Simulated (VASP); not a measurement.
KI, 2 atoms in the cell. Symmetry: Fm-3m, No. 225, cubic system. Conventional cell: a = 7.159 Å, b = 7.159 Å, c = 7.159 Å, α = 90.00°, β = 90.00°, γ = 90.00°. K (site symmetry m-3m) has 6 I at 3.58 Å within 4.7 Å. Within 4.7 Å of I (site symmetry m-3m) lie 6 K at 3.58 Å.  This cell differs from its parent crystal: strain +1.0%.

| Item | Value |
| --- | --- |
| Program | VASP 6.6.1 |
| Task | single point |
| Functional | PBE |
| Potentials or basis | VASP PAW PBE potentials, release 64 (K_sv, I) |
| Cutoff | 520 eV |
| k mesh | 6 × 6 × 6 |
| Occupations | fermi-dirac, width 0.02 eV |
| Spin | no spin polarisation |
| Dipole correction | no |
| Further INCAR settings | ALGO = Normal; EDIFF = 1e-06; NBANDS = 15 |

Potentials or basis: VASP PAW PBE potentials, release 64 (K_sv, I).

Command:

```sh
$ cat potpaw_PBE.64/K_sv/POTCAR potpaw_PBE.64/I/POTCAR > POTCAR
$ mpirun -np 1 vasp_std > vasp.out
```

Hardware: 1 thread of Intel(R) Xeon(R) Platinum 8259CL CPU @ 2.50GHz (Skylake/Cascade Lake) (shared host).

**Question.** How long does it take, and how much memory?

**Answer.** Run time: 21 s on 1 thread of Intel(R) Xeon(R) Platinum 8259CL CPU @ 2.50GHz (Skylake/Cascade Lake), with other jobs on the host, peak memory 0.24 GiB. Counts: scf iterations 12, k points 16.
